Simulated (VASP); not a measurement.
Here is a VASP 6.6.1 calculation.

Contents of POSCAR:

```
Ti
1.0
   -1.5602131252      1.5602131252      1.5602131252
    1.5602131252     -1.5602131252      1.5602131252
    1.5602131252      1.5602131252     -1.5602131252
Ti
1
Direct
    0.0000000000      0.0000000000      0.0000000000
```

File INCAR.step1:

```
SYSTEM = Ti
PREC = Accurate
ENCUT = 520
ISMEAR = -1
SIGMA = 0.1
LREAL = .FALSE.
LASPH = .TRUE.
NELM = 80
NBANDS = 12
GGA = PE
ALGO = Normal
EDIFF = 1E-4
LWAVE = .TRUE.
LCHARG = .FALSE.
```

INCAR.step2

```
SYSTEM = Ti
PREC = Accurate
ENCUT = 520
EDIFF = 1E-7
ISMEAR = -1
SIGMA = 0.1
LREAL = .FALSE.
LASPH = .TRUE.
NELM = 80
ALGO = Normal
ISIF = 2
LWAVE = .FALSE.
LCHARG = .FALSE.
METAGGA = R2SCAN
LMIXTAU = .TRUE.
NBANDS = 12
ISTART = 1
```

File KPOINTS:

```
regular mesh
0
G
  15 15 15
  0 0 0
```

Potentials or basis: VASP PAW PBE potentials, release 64 (Ti_sv).

The run is started by

```bash
$ cat potpaw_PBE.64/Ti_sv/POTCAR > POTCAR
$ cp INCAR.step1 INCAR
$ mpirun -np 1 vasp_std > vasp.out
$ cp INCAR.step2 INCAR
$ mpirun -np 1 vasp_std > vasp.out
```

Task: What does it give for the pressure?

Result: 17.8 GPa.

Task: Estimate the band gap on the k mesh.

Result: Zero (bands 6 and 7 overlap by 2.07 eV).

Caveat: the cell stands under pressure; the PAW data sets were made with another functional, which shifts forces and pressure a little.
